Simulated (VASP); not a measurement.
# KTaO3 (Pm-3m) in VASP: a series of runs

KTaO3 is run at these levels: RPBE+D3(BJ), RPBE+D4, PBEsol; tasks: single point, relaxation of cell and atoms.

Program: VASP 6.6.1. These are calculated values, not measurements. Logs are shortened: lines on timing, memory, paths and dates and some standing lists are left out, and cuts for length are marked.

## (1) The cell of the first run

Symmetry: Pm-3m, No. 221, cubic system. Conventional cell: a = 3.914 Å, b = 3.914 Å, c = 3.914 Å, α = 90.00°, β = 90.00°, γ = 90.00°. Within 2.6 Å of Ta (site symmetry m-3m) lie 6 O at 1.96 Å. K (site symmetry m-3m) has 12 O at 2.77 Å and 8 Ta at 3.39 Å within 3.6 Å. O (site symmetry 4/mmm) has 2 Ta at 1.96 Å within 2.6 Å.

## (2) Single point, RPBE+D3(BJ)

The input, INCAR:

```
SYSTEM = KTaO3
PREC = Accurate ; ENCUT = 520
EDIFF = 1E-6 ; ISMEAR = -1
SIGMA = 0.05 ; LREAL = .False.
LASPH = .True. ; NELM = 100
ALGO = Normal ; ISIF = 2
LWAVE = .False. ; LCHARG = .False.
GGA = RP ; IVDW = 12
NBANDS = 27
```

The input, KPOINTS:

```
Automatic mesh
0
Gamma
  7 7 7
  0 0 0
```

The input, POSCAR:

```
KTaO3
1.0
    3.9135485992      0.0000000000      0.0000000000
    0.0000000000      3.9135485992      0.0000000000
    0.0000000000      0.0000000000      3.9135485992
Ta K O
1 1 3
Direct
    0.0000000000      0.0000000000      0.0000000000
    0.5000000000      0.5000000000      0.5000000000
    0.0000000000      0.0000000000      0.5000000000
    0.0000000000      0.5000000000      0.0000000000
    0.5000000000      0.0000000000      0.0000000000
```

Potentials or basis: VASP PAW PBE potentials, release 64 (Ta_pv, K_sv, O).

Run with:

```
$ cat potpaw_PBE.64/Ta_pv/POTCAR potpaw_PBE.64/K_sv/POTCAR potpaw_PBE.64/O/POTCAR > POTCAR
$ mpirun -np 1 vasp_std > vasp.out
```

OUTCAR:

```text
SYSTEM = KTaO3
   PREC = Accurate
   ENCUT = 520
   EDIFF = 1E-6
   ISMEAR = -1
   LREAL = .False.
   LASPH = .True.
   NELM = 100
   ISIF = 2
   GGA = RP
   IVDW = 12
 IVDW          = 12

 ion  position               nearest neighbor table
   1  0.000  0.000  0.000-   3 1.96   4 1.96   5 1.96   3 1.96   4 1.96   5 1.96   2 3.39   2 3.39
                             2 3.39   2 3.39   2 3.39   2 3.39   2 3.39   2 3.39
   2  0.500  0.500  0.500-   3 2.77   4 2.77   5 2.77   4 2.77   5 2.77   3 2.77   5 2.77   5 2.77
                             3 2.77   4 2.77   4 2.77   3 2.77   1 3.39   1 3.39   1 3.39   1 3.39
   3  0.000  0.000  0.500-   1 1.96   1 1.96   2 2.77   2 2.77   2 2.77   2 2.77
   4  0.000  0.500  0.000-   1 1.96   1 1.96   2 2.77   2 2.77   2 2.77   2 2.77
   5  0.500  0.000  0.000-   1 1.96   1 1.96   2 2.77   2 2.77   2 2.77   2 2.77

  LATTYP: Found a simple cubic cell.
 ALAT       =     3.9135485992

  Lattice vectors:

 A1 = (   3.9135485992,   0.0000000000,   0.0000000000)
 A2 = (   0.0000000000,   3.9135485992,   0.0000000000)
 A3 = (   0.0000000000,   0.0000000000,   3.9135485992)

Analysis of symmetry for initial positions (statically):
=====================================================================
 Subroutine PRICEL returns:
 Original cell was already a primitive cell.

 Routine SETGRP: Setting up the symmetry group for a
 simple cubic supercell.

 Subroutine GETGRP returns: Found 48 space group operations
 (whereof 48 operations were pure point group operations)
 out of a pool of 48 trial point group operations.

The static configuration has the point symmetry O_h .

Analysis of symmetry for dynamics (positions and initial velocities):
=====================================================================
 Subroutine PRICEL returns:
 Original cell was already a primitive cell.

 Routine SETGRP: Setting up the symmetry group for a
 simple cubic supercell.

 Subroutine GETGRP returns: Found 48 space group operations
 (whereof 48 operations were pure point group operations)
 out of a pool of 48 trial point group operations.

The dynamic configuration has the point symmetry O_h .

 Subroutine INISYM returns: Found 48 space group operations
 (whereof 48 operations are pure point group operations),
 and found     1 'primitive' translations

----------------------------------------------------------------------------------------

                                     Primitive cell

  volume of cell :      59.9394

  direct lattice vectors                    reciprocal lattice vectors
     3.913548599  0.000000000  0.000000000     0.255522571  0.000000000  0.000000000
     0.000000000  3.913548599  0.000000000     0.000000000  0.255522571  0.000000000
     0.000000000  0.000000000  3.913548599     0.000000000  0.000000000  0.255522571

  length of vectors
     3.913548599  3.913548599  3.913548599     0.255522571  0.255522571  0.255522571

  position of ions in fractional coordinates (direct lattice)
     0.000000000  0.000000000  0.000000000
     0.500000000  0.500000000  0.500000000
     0.000000000  0.000000000  0.500000000
     0.000000000  0.500000000  0.000000000
     0.500000000  0.000000000  0.000000000

  ion indices of the primitive-cell ions
   primitive index   ion index
                 1           1
                 2           2
                 3           3
                 4           4
                 5           5

----------------------------------------------------------------------------------------

 KPOINTS: Automatic mesh

Automatic generation of k-mesh.
 Grid dimensions read from file:
 generate k-points for:    7    7    7

 Generating k-lattice:

  Cartesian coordinates                     Fractional coordinates (reciprocal lattice)
     0.036503224  0.000000000  0.000000000     0.142857143  0.000000000  0.000000000
     0.000000000  0.036503224  0.000000000     0.000000000  0.142857143  0.000000000
     0.000000000  0.000000000  0.036503224     0.000000000  0.000000000  0.142857143

  Length of vectors
     0.036503224  0.036503224  0.036503224

  Shift w.r.t. Gamma in fractional coordinates (k-lattice)
     0.000000000  0.000000000  0.000000000

 Subroutine IBZKPT returns following result:
 ===========================================

 Found     20 irreducible k-points:

 Following reciprocal coordinates:
            Coordinates               Weight
  0.000000  0.000000  0.000000      1.000000
  0.142857  0.000000  0.000000      6.000000
  0.285714  0.000000  0.000000      6.000000
  0.428571  0.000000  0.000000      6.000000
  0.142857  0.142857  0.000000     12.000000
  0.285714  0.142857  0.000000     24.000000
[... 12 lines left out ...]
  0.428571  0.428571  0.285714     24.000000
  0.428571  0.428571  0.428571      8.000000
   k-points           NKPTS =     20   k-points in BZ     NKDIM =     20   number of bands    NBANDS=     27
   number of dos      NEDOS =    301   number of ions     NIONS =      5
   total plane-waves  NPLWV =  27000
   dimension x,y,z NGX =    30 NGY =   30 NGZ =   30
   dimension x,y,z NGXF=    60 NGYF=   60 NGZF=   60
   ions per type =               1   1   3
   NGX,Y,Z   is equivalent  to a cutoff of  12.74, 12.74, 12.74 a.u.
   NGXF,Y,Z  is equivalent  to a cutoff of  25.49, 25.49, 25.49 a.u.
 SYSTEM =  KTaO3
   PREC   = accura    normal or accurate (medium, high low for compatibility)
   ISTART =      0    job   : 0-new  1-cont  2-samecut
   ICHARG =      2    charge: 1-file 2-atom 10-const
   ISPIN  =      1    spin polarized calculation?
   LNONCOLLINEAR =      F non collinear calculations
   LSORBIT =      F    spin-orbit coupling
   LASPH  =      T    aspherical Exc in radial PAW
   ENCUT  =  520.0 eV  38.22 Ry    6.18 a.u.   7.28  7.28  7.28*2*pi/ulx,y,z
   NELM   =    100;   NELMIN=  2; NELMDL= -5     # of ELM steps
   EDIFF  = 0.1E-05   stopping-criterion for ELM
   LREAL  =      F    real-space projection
   EDIFFG = 0.1E-04   stopping-criterion for IOM
   NSW    =      0    number of steps for IOM
   IBRION =     -1    ionic relax: 0-MD 1-quasi-New 2-CG
   NFREE  =      0    steps in history (QN), initial steepest desc. (CG)
   ISIF   =      2    stress and relaxation
   ISYM   =      2    0-nonsym 1-usesym 2-fastsym
   POTIM  = 0.5000    time-step for ionic-motion
   TEBEG  =    0.0;   TEEND  =   0.0 temperature during run
   PSTRESS=    0.0 pullay stress
   NELECT =      38.0000    total number of electrons
   NUPDOWN=      -1.0000    fix difference up-down
   EMIN   =  10.00;   EMAX   =-10.00  energy-range for DOS
   EFERMI =   0.00;   METHOD = LEGACY
   ISMEAR =    -1;   SIGMA  =   0.05  broadening in eV -4-tet -1-fermi 0-gaus
   EFERMI_NEDOS =   21; number of points for ismear=-14 and -15
   IALGO  =     38    algorithm
   IMIX   =      4    mixing-type and parameters
     AMIX     =   0.40;   BMIX     =  1.00
     AMIX_MAG =   1.60;   BMIX_MAG =  1.00
  volume/ion in A,a.u.               =      11.99        80.90
  Fermi-wavevector in a.u.,A,eV,Ry     =   1.406367  2.657648 26.910525  1.977868
  Thomas-Fermi vector in A             =   2.528734
   LORBIT       =      0    0 simple, 1 ext, 2 COOP (PROOUT), +10 PAW based schemes
   GGA     = RP    functional components
   LHFCALC =     F    Hartree Fock is set to
   AEXX    =    0.0000 exact exchange contribution
   IVDW    =    12    specifies the selected vdW correction
   LEPSILON=     F    determine dielectric tensor
   LRPA    =     F    only Hartree local field effects (RPA)
 non-spin polarized calculation
  energy-cutoff  :      520.00
  volume of cell :       59.94
 maximum number of plane-waves:      1630
 NGX is ok and might be reduce to    30
   NGX = 15   NGY = 15   NGZ = 15

 number of electron      38.0000006 magnetization

 Free energy of the ion-electron system (eV)
  ---------------------------------------------------
  ext. energy  EPLUGINS =         0.00000000
  ---------------------------------------------------
  free energy    TOTEN  =       -38.62286400 eV

  energy without entropy =      -38.62286400  energy(sigma->0) =      -38.62286400

 E-fermi :   3.4950     XC(G=0): -10.9083

 val. band max:        2.2877404871   @ k =   0.4286   0.4286   0.4286
 cond. band min:       4.7018868856   @ k =   0.0000   0.0000   0.0000
 fundamental gap:      2.4141463984
 Fermi energy:         3.4949571929

 k-point     1 :       0.0000    0.0000    0.0000
  band No.  band energies     occupation
      1     -31.5633      2.00000
      2     -31.5633      2.00000
      3     -31.5633      2.00000
      4     -25.0527      2.00000
      5     -15.4895      2.00000
      6     -14.7868      2.00000
[... 19 lines left out ...]
     26      10.6084      0.00000
     27      10.6084      0.00000

 k-point     2 :       0.1429    0.0000    0.0000
  band No.  band energies     occupation
      1     -31.5864      2.00000
      2     -31.5624      2.00000
      3     -31.5624      2.00000
      4     -25.0456      2.00000
      5     -15.4325      2.00000
      6     -14.7824      2.00000
[... 19 lines left out ...]
     26      10.8784      0.00000
     27      10.9830      0.00000

 k-point     3 :       0.2857    0.0000    0.0000
  band No.  band energies     occupation
      1     -31.6378      2.00000
      2     -31.5604      2.00000
      3     -31.5604      2.00000
      4     -25.0299      2.00000
      5     -15.3961      2.00000
      6     -14.7714      2.00000
[... 19 lines left out ...]
     26      11.5164      0.00000
     27      12.5054      0.00000

 k-point     4 :       0.4286    0.0000    0.0000
  band No.  band energies     occupation
      1     -31.6782      2.00000
      2     -31.5588      2.00000
      3     -31.5588      2.00000
      4     -25.0173      2.00000
      5     -15.4103      2.00000
      6     -14.7624      2.00000
[... 19 lines left out ...]
     26      12.0652      0.00000
     27      13.0238      0.00000

 k-point     5 :       0.1429    0.1429    0.0000
  band No.  band energies     occupation
      1     -31.5859      2.00000
      2     -31.5851      2.00000
      3     -31.5615      2.00000
      4     -25.0393      2.00000
      5     -15.3546      2.00000
      6     -14.6990      2.00000
[... 19 lines left out ...]
     26      11.1464      0.00000
     27      11.2963      0.00000

 k-point     6 :       0.2857    0.1429    0.0000
  band No.  band energies     occupation
      1     -31.6367      2.00000
      2     -31.5833      2.00000
      3     -31.5595      2.00000
      4     -25.0252      2.00000
      5     -15.2871      2.00000
      6     -14.6631      2.00000
[... 324 lines left out ...]
      1     -31.6318      2.00000
      2     -31.6305      2.00000
      3     -31.6305      2.00000
      4     -25.0022      2.00000
      5     -14.5510      2.00000
      6     -14.1550      2.00000
[... 19 lines left out ...]
     26      13.6536      0.00000
     27      13.6583      0.00000

 k-point    18 :       0.4286    0.2857    0.2857
  band No.  band energies     occupation
      1     -31.6708      2.00000
      2     -31.6294      2.00000
      3     -31.6288      2.00000
      4     -24.9951      2.00000
      5     -14.4345      2.00000
      6     -14.1329      2.00000
[... 19 lines left out ...]
     26      13.5408      0.00000
     27      13.8166      0.00000

 k-point    19 :       0.4286    0.4286    0.2857
  band No.  band energies     occupation
      1     -31.6690      2.00000
      2     -31.6688      2.00000
      3     -31.6274      2.00000
      4     -24.9888      2.00000
      5     -14.2674      2.00000
      6     -13.7846      2.00000
[... 19 lines left out ...]
     26      13.8760      0.00000
     27      14.4202      0.00000

 k-point    20 :       0.4286    0.4286    0.4286
  band No.  band energies     occupation
      1     -31.6672      2.00000
      2     -31.6670      2.00000
      3     -31.6670      2.00000
      4     -24.9823      2.00000
      5     -13.7905      2.00000
      6     -13.7268      2.00000
[... 19 lines left out ...]
     26      14.0283      0.00000
     27      14.5811      0.00000

------------------------ aborting loop because EDIFF is reached ----------------------------------------

 Edisp (eV)   -6.96949

 E8    (eV) :    -4.7404

  FORCE on cell =-STRESS in cart. coord.  units (eV):
  Direction    XX          YY          ZZ          XY          YZ          ZX
  --------------------------------------------------------------------------------------
  -------------------------------------------------------------------------------------
  Total       0.33185     0.33185     0.33185     0.00000     0.00000    -0.00000
  in kB       8.87033     8.87033     8.87033     0.00000     0.00000    -0.00000
  external pressure =        8.87 kB  Pullay stress =        0.00 kB

 VOLUME and BASIS-vectors are now :
 -----------------------------------------------------------------------------
  energy-cutoff  :      520.00
  volume of cell :       59.94
      direct lattice vectors                 reciprocal lattice vectors
     3.913548599  0.000000000  0.000000000     0.255522571  0.000000000  0.000000000
     0.000000000  3.913548599  0.000000000     0.000000000  0.255522571  0.000000000
     0.000000000  0.000000000  3.913548599     0.000000000  0.000000000  0.255522571

 POSITION                                       TOTAL-FORCE (eV/Angst)
 -----------------------------------------------------------------------------------
      0.00000      0.00000      0.00000         0.000000      0.000000      0.000000
      1.95677      1.95677      1.95677         0.000000      0.000000      0.000000
      0.00000      0.00000      1.95677         0.000000      0.000000      0.000000
      0.00000      1.95677      0.00000         0.000000      0.000000      0.000000
      1.95677      0.00000      0.00000         0.000000      0.000000      0.000000
 -----------------------------------------------------------------------------------
    total drift:                                0.000000     -0.000000      0.000000

  FREE ENERGIE OF THE ION-ELECTRON SYSTEM (eV)
  ---------------------------------------------------
  free  energy   TOTEN  =       -45.5923579806 eV

  energy  without entropy=      -45.5923579806  energy(sigma->0) =      -45.59235798
```

Run time: 79 s. Hardware: 1 thread of AMD EPYC 7R13, shared host; peak memory 0.17 GiB.

What came out:

```
Free energy                : -45.5924 eV
Pressure                   : 0.9 GPa
Band gap on the k mesh     : 2.41 eV, indirect (least direct gap 2.93 eV)
Dispersion energy per atom : -1.394 eV
```

Caveat: the PAW data sets were made with another functional, which shifts forces and pressure a little; spin-orbit coupling is left out, which moves the levels of the heavy elements. A hybrid or GW would open this gap; RPBE tends to underestimate it.

(Continued in part 2 of 2.)
